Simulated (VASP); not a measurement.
# HfBi2I6 (Fm-3m) in VASP: single point with PBE

Aim: the single point of HfBi2I6 with PBE.

Everything below comes from runs of VASP 6.6.1. Logs are shortened: lines on timing, memory, paths and dates and some standing lists are left out, and cuts for length are marked.

## (1) The cell of the first run

The structure is cubic, space group Fm-3m (No. 225). The conventional cell has a = 11.402 Å, b = 11.402 Å, c = 11.402 Å, α = 90.00°, β = 90.00°, γ = 90.00°. Within 3.7 Å of I (site symmetry 4mm) lie 1 Hf at 2.78 Å. Within 3.7 Å of Hf (site symmetry m-3m) lie 6 I at 2.78 Å. Within 5.3 Å of Bi (site symmetry -43m) lie 12 I at 4.03 Å and 4 Hf at 4.94 Å.

## (2) Single point, PBE

File INCAR:

```
SYSTEM = HfBi2I6
ALGO = Normal
EDIFF = 1E-6
ENCUT = 520
GGA = PE
ISIF = 2
ISMEAR = 0
LASPH = .TRUE.
LCHARG = .FALSE.
LREAL = .FALSE.
LWAVE = .FALSE.
NBANDS = 51
NELM = 60
PREC = Accurate
SIGMA = 0.2843
```

File KPOINTS:

```
k-points
0
G
  5 5 5
  0 0 0
```

File POSCAR:

```
HfBi2I6
1.0
    0.0000000000      5.7008780000      5.7008780000
    5.7008780000      0.0000000000      5.7008780000
    5.7008780000      5.7008780000      0.0000000000
I Hf Bi
6 1 2
Direct
    0.7563000000      0.2437000000      0.2437000000
    0.2437000000      0.7563000000      0.2437000000
    0.2437000000      0.7563000000      0.7563000000
    0.7563000000      0.2437000000      0.7563000000
    0.2437000000      0.2437000000      0.7563000000
    0.7563000000      0.7563000000      0.2437000000
    0.0000000000      0.0000000000      0.0000000000
    0.2500000000      0.2500000000      0.2500000000
    0.7500000000      0.7500000000      0.7500000000
```

Potentials or basis: VASP PAW PBE potentials, release 64 (I, Hf_pv, Bi_d).

Started as:

```
> cat potpaw_PBE.64/I/POTCAR potpaw_PBE.64/Hf_pv/POTCAR potpaw_PBE.64/Bi_d/POTCAR > POTCAR
> mpirun -np 1 vasp_std > vasp.out
```

OUTCAR:

```text
SYSTEM = HfBi2I6
   EDIFF = 1E-6
   ENCUT = 520
   GGA = PE
   ISIF = 2
   ISMEAR = 0
   LASPH = .TRUE.
   LREAL = .FALSE.
   NELM = 60
   PREC = Accurate

 ion  position               nearest neighbor table
   1  0.756  0.244  0.244-   7 2.78
   2  0.244  0.756  0.244-   7 2.78
   3  0.244  0.756  0.756-   7 2.78
   4  0.756  0.244  0.756-   7 2.78
   5  0.244  0.244  0.756-   7 2.78
   6  0.756  0.756  0.244-   7 2.78
   7  0.000  0.000  0.000-   1 2.78   2 2.78   3 2.78   4 2.78   5 2.78   6 2.78
   8  0.250  0.250  0.250-
   9  0.750  0.750  0.750-

  LATTYP: Found a face centered cubic cell.
 ALAT       =    11.4017560000

  Lattice vectors:

 A1 = (   0.0000000000,   5.7008780000,   5.7008780000)
 A2 = (   5.7008780000,   0.0000000000,   5.7008780000)
 A3 = (   5.7008780000,   5.7008780000,   0.0000000000)

Analysis of symmetry for initial positions (statically):
=====================================================================
 Subroutine PRICEL returns:
 Original cell was already a primitive cell.

 Routine SETGRP: Setting up the symmetry group for a
 face centered cubic supercell.

 Subroutine GETGRP returns: Found 48 space group operations
 (whereof 48 operations were pure point group operations)
 out of a pool of 48 trial point group operations.

The static configuration has the point symmetry O_h .

Analysis of symmetry for dynamics (positions and initial velocities):
=====================================================================
 Subroutine PRICEL returns:
 Original cell was already a primitive cell.

 Routine SETGRP: Setting up the symmetry group for a
 face centered cubic supercell.

 Subroutine GETGRP returns: Found 48 space group operations
 (whereof 48 operations were pure point group operations)
 out of a pool of 48 trial point group operations.

The dynamic configuration has the point symmetry O_h .

 Subroutine INISYM returns: Found 48 space group operations
 (whereof 48 operations are pure point group operations),
 and found     1 'primitive' translations

----------------------------------------------------------------------------------------

                                     Primitive cell

  volume of cell :     370.5572

  direct lattice vectors                    reciprocal lattice vectors
     0.000000000  5.700878000  5.700878000    -0.087705788  0.087705788  0.087705788
     5.700878000  0.000000000  5.700878000     0.087705788 -0.087705788  0.087705788
     5.700878000  5.700878000  0.000000000     0.087705788  0.087705788 -0.087705788

  length of vectors
     8.062258985  8.062258985  8.062258985     0.151910882  0.151910882  0.151910882

  position of ions in fractional coordinates (direct lattice)
     0.756300000  0.243700000  0.243700000
     0.243700000  0.756300000  0.243700000
     0.243700000  0.756300000  0.756300000
     0.756300000  0.243700000  0.756300000
     0.243700000  0.243700000  0.756300000
     0.756300000  0.756300000  0.243700000
     0.000000000  0.000000000  0.000000000
     0.250000000  0.250000000  0.250000000
     0.750000000  0.750000000  0.750000000

  ion indices of the primitive-cell ions
   primitive index   ion index
                 1           1
                 2           2
                 3           3
                 4           4
                 5           5
                 6           6
                 7           7
                 8           8
                 9           9

----------------------------------------------------------------------------------------

 KPOINTS: k-points

Automatic generation of k-mesh.
 Grid dimensions read from file:
 generate k-points for:    5    5    5

 Generating k-lattice:

  Cartesian coordinates                     Fractional coordinates (reciprocal lattice)
    -0.017541158  0.017541158  0.017541158     0.200000000  0.000000000  0.000000000
     0.017541158 -0.017541158  0.017541158     0.000000000  0.200000000  0.000000000
     0.017541158  0.017541158 -0.017541158     0.000000000  0.000000000  0.200000000

  Length of vectors
     0.030382176  0.030382176  0.030382176

  Shift w.r.t. Gamma in fractional coordinates (k-lattice)
     0.000000000  0.000000000  0.000000000

 Subroutine IBZKPT returns following result:
 ===========================================

 Found     10 irreducible k-points:

 Following reciprocal coordinates:
            Coordinates               Weight
  0.000000  0.000000  0.000000      1.000000
  0.200000  0.000000  0.000000      8.000000
  0.400000  0.000000  0.000000      8.000000
  0.200000  0.200000  0.000000      6.000000
  0.400000  0.200000  0.000000     24.000000
 -0.400000  0.200000  0.000000     24.000000
 -0.200000  0.200000  0.000000     12.000000
  0.400000  0.400000  0.000000      6.000000
 -0.400000  0.400000  0.000000     12.000000
 -0.400000  0.400000  0.200000     24.000000
   k-points           NKPTS =     10   k-points in BZ     NKDIM =     10   number of bands    NBANDS=     51
   number of dos      NEDOS =    301   number of ions     NIONS =      9
   total plane-waves  NPLWV = 216000
   dimension x,y,z NGX =    60 NGY =   60 NGZ =   60
   dimension x,y,z NGXF=   120 NGYF=  120 NGZF=  120
   ions per type =               6   1   2
   NGX,Y,Z   is equivalent  to a cutoff of  12.37, 12.37, 12.37 a.u.
   NGXF,Y,Z  is equivalent  to a cutoff of  24.74, 24.74, 24.74 a.u.
 SYSTEM =  HfBi2I6
   PREC   = accura    normal or accurate (medium, high low for compatibility)
   ISTART =      0    job   : 0-new  1-cont  2-samecut
   ICHARG =      2    charge: 1-file 2-atom 10-const
   ISPIN  =      1    spin polarized calculation?
   LNONCOLLINEAR =      F non collinear calculations
   LSORBIT =      F    spin-orbit coupling
   LASPH  =      T    aspherical Exc in radial PAW
   ENCUT  =  520.0 eV  38.22 Ry    6.18 a.u.  14.99 14.99 14.99*2*pi/ulx,y,z
   NELM   =     60;   NELMIN=  2; NELMDL= -5     # of ELM steps
   EDIFF  = 0.1E-05   stopping-criterion for ELM
   LREAL  =      F    real-space projection
   EDIFFG = 0.1E-04   stopping-criterion for IOM
   NSW    =      0    number of steps for IOM
   IBRION =     -1    ionic relax: 0-MD 1-quasi-New 2-CG
   NFREE  =      0    steps in history (QN), initial steepest desc. (CG)
   ISIF   =      2    stress and relaxation
   ISYM   =      2    0-nonsym 1-usesym 2-fastsym
   POTIM  = 0.5000    time-step for ionic-motion
   TEBEG  =    0.0;   TEEND  =   0.0 temperature during run
   PSTRESS=    0.0 pullay stress
   NELECT =      82.0000    total number of electrons
   NUPDOWN=      -1.0000    fix difference up-down
   EMIN   =  10.00;   EMAX   =-10.00  energy-range for DOS
   EFERMI =   0.00;   METHOD = LEGACY
   ISMEAR =     0;   SIGMA  =   0.28  broadening in eV -4-tet -1-fermi 0-gaus
   EFERMI_NEDOS =   21; number of points for ismear=-14 and -15
   IALGO  =     38    algorithm
   IMIX   =      4    mixing-type and parameters
     AMIX     =   0.40;   BMIX     =  1.00
     AMIX_MAG =   1.60;   BMIX_MAG =  1.00
  volume/ion in A,a.u.               =      41.17       277.85
  Fermi-wavevector in a.u.,A,eV,Ry     =   0.990211  1.871227 13.340752  0.980518
  Thomas-Fermi vector in A             =   2.121865
   LORBIT       =      0    0 simple, 1 ext, 2 COOP (PROOUT), +10 PAW based schemes
   GGA     = PE    functional components
   LHFCALC =     F    Hartree Fock is set to
   AEXX    =    0.0000 exact exchange contribution
   IVDW    =     0    specifies the selected vdW correction
   LEPSILON=     F    determine dielectric tensor
   LRPA    =     F    only Hartree local field effects (RPA)
 non-spin polarized calculation
 Gauss-broadening in eV      SIGMA  =   0.28
  energy-cutoff  :      520.00
  volume of cell :      370.56
 maximum number of plane-waves:      9990
   NGX = 29   NGY = 29   NGZ = 29

 number of electron      81.9999986 magnetization

 Free energy of the ion-electron system (eV)
  ---------------------------------------------------
  ext. energy  EPLUGINS =         0.00000000
  ---------------------------------------------------
  free energy    TOTEN  =       -28.32209968 eV

  energy without entropy =      -27.96040394  energy(sigma->0) =      -28.14125181

 E-fermi :   3.6814     XC(G=0):  -8.3547

 val. band max:        3.6551941121   @ k =  -0.2000   0.2000   0.0000
 cond. band min:       3.6881695716   @ k =  -0.4000   0.4000   0.2000
 fundamental gap:      0.0329754595
 Fermi energy:         3.6813946157

 k-point     1 :       0.0000    0.0000    0.0000
  band No.  band energies     occupation
      1     -28.2558      2.00000
      2     -28.2558      2.00000
      3     -28.2558      2.00000
      4     -19.6206      2.00000
      5     -19.6206      2.00000
      6     -19.6201      2.00000
[... 43 lines left out ...]
     50       7.7378      0.00000
     51       7.7379      0.00000

 k-point     2 :       0.2000    0.0000    0.0000
  band No.  band energies     occupation
      1     -28.2558      2.00000
      2     -28.2558      2.00000
      3     -28.2558      2.00000
      4     -19.6205      2.00000
      5     -19.6205      2.00000
      6     -19.6201      2.00000
[... 43 lines left out ...]
     50       7.6817      0.00000
     51       7.6817      0.00000

 k-point     3 :       0.4000    0.0000    0.0000
  band No.  band energies     occupation
      1     -28.2558      2.00000
      2     -28.2558      2.00000
      3     -28.2558      2.00000
      4     -19.6204      2.00000
      5     -19.6204      2.00000
      6     -19.6203      2.00000
[... 43 lines left out ...]
     50       7.5144      0.00000
     51       8.1712      0.00000
[... 271 lines left out ...]
 k-point     9 :      -0.4000    0.4000    0.0000
  band No.  band energies     occupation
      1     -28.2558      2.00000
      2     -28.2558      2.00000
      3     -28.2558      2.00000
      4     -19.6205      2.00000
      5     -19.6204      2.00000
      6     -19.6203      2.00000
[... 43 lines left out ...]
     50       7.7684      0.00000
     51       8.9734      0.00000

 k-point    10 :      -0.4000    0.4000    0.2000
  band No.  band energies     occupation
      1     -28.2558      2.00000
      2     -28.2558      2.00000
      3     -28.2558      2.00000
      4     -19.6205      2.00000
      5     -19.6204      2.00000
      6     -19.6203      2.00000
[... 43 lines left out ...]
     50       7.5968      0.00000
     51       8.8823      0.00000

------------------------ aborting loop because EDIFF is reached ----------------------------------------

  FORCE on cell =-STRESS in cart. coord.  units (eV):
  Direction    XX          YY          ZZ          XY          YZ          ZX
  --------------------------------------------------------------------------------------
  -------------------------------------------------------------------------------------
  Total       -0.1442114     -0.1442114     -0.1442114     -0.0000000      0.0000000     -0.0000000
  in kB       -0.6235264     -0.6235264     -0.6235264     -0.0000000      0.0000000     -0.0000000
  external PRESSURE =      -0.6235264 kB  Pullay stress =       0.0000000 kB

 VOLUME and BASIS-vectors are now :
 -----------------------------------------------------------------------------
  energy-cutoff  :      520.00
  volume of cell :      370.56
      direct lattice vectors                 reciprocal lattice vectors
     0.000000000  5.700878000  5.700878000    -0.087705788  0.087705788  0.087705788
     5.700878000  0.000000000  5.700878000     0.087705788 -0.087705788  0.087705788
     5.700878000  5.700878000  0.000000000     0.087705788  0.087705788 -0.087705788

 POSITION                                       TOTAL-FORCE (eV/Angst)
 -----------------------------------------------------------------------------------
      2.77861      5.70088      5.70088         0.615079     -0.000000     -0.000000
      5.70088      2.77861      5.70088         0.000000      0.615079     -0.000000
      8.62315      5.70088      5.70088        -0.615079     -0.000000     -0.000000
      5.70088      8.62315      5.70088         0.000000     -0.615079     -0.000000
      5.70088      5.70088      2.77861         0.000000     -0.000000      0.615079
      5.70088      5.70088      8.62315         0.000000     -0.000000     -0.615079
      0.00000      0.00000      0.00000         0.000000     -0.000000     -0.000000
      2.85044      2.85044      2.85044        -0.000000      0.000000      0.000000
      8.55132      8.55132      8.55132        -0.000000      0.000000      0.000000
 -----------------------------------------------------------------------------------
    total drift:                                0.000000     -0.000000      0.000000

  FREE ENERGIE OF THE ION-ELECTRON SYSTEM (eV)
  ---------------------------------------------------
  free  energy   TOTEN  =       -28.3220996814 eV

  energy  without entropy=      -27.9604039420  energy(sigma->0) =      -28.14125181
```

It took 6 min on 1 thread of Intel Xeon Platinum 8488C (Sapphire Rapids), shared host; peak memory 0.58 GiB.

Results:

* Free energy: -28.3221 eV
* Pressure: -0.1 GPa
* Largest force: 0.615 eV/Å
* Band gap on the k mesh: zero (bands 41 and 42 overlap by 0.25 eV)

Forces in eV/Å, atoms in the order of the input:
```
I    0.615  0.000  0.000
I    0.000  0.615  0.000
I   -0.615  0.000  0.000
I    0.000 -0.615  0.000
I    0.000  0.000  0.615
I    0.000  0.000 -0.615
Hf   0.000  0.000  0.000
Bi   0.000  0.000  0.000
Bi   0.000  0.000  0.000
```

Levels at points of the mesh, in eV from the Fermi level:
```tsv
k point	band 38	band 39	band 40	band 41	band 42	band 43	band 44	band 45
(0.00, 0.00, 0.00)	-1.11	-1.11	0.19	0.19	0.19	0.78	0.78	0.78
```

Caveat: spin-orbit coupling is left out, which moves the levels of the heavy elements.
